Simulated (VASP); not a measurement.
## As: single point with LDA

As, a slab with vacuum:

```xyz
2
Lattice="3.4070 0.0000 0.0000 -1.7035 2.9505 0.0000 0.0000 0.0000 28.0000" Properties=species:S:1:pos:R:3 pbc="T T T"
As    0.0000    1.9670   14.7400
As    1.7035    0.9835   13.2600
```

```json
{
 "Program": "VASP 6.6.1",
 "Task": "single point",
 "Functional": "LDA",
 "Potentials or basis": "VASP PAW LDA potentials, release 64 (As)",
 "Cutoff": "520 eV",
 "k mesh": "9 × 9 × 1",
 "Occupations": "gaussian, width 0.02 eV",
 "Spin": "no spin polarisation"
}
```

The largest force is 0.838 eV/Å and the band gap on the k mesh is 0.60 eV (least direct gap 2.16 eV).

Forces in eV/Å, atoms in the order of the input:
```
As   0.000  0.000 -0.838
As   0.000  0.000  0.838
```

Levels at points of the mesh, in eV from the valence-band top:
```csv
k point,band 2,band 3,band 4,band 5,band 6,band 7,band 8,band 9
"(0.00, 0.00, 0.00)",-8.55,-2.06,0.00,0.00,2.16,3.33,3.33,4.13
```

It took 70 s on 1 thread of Intel(R) Xeon(R) 6975P-C (Granite Rapids) (shared host), peak memory 0.29 GiB.
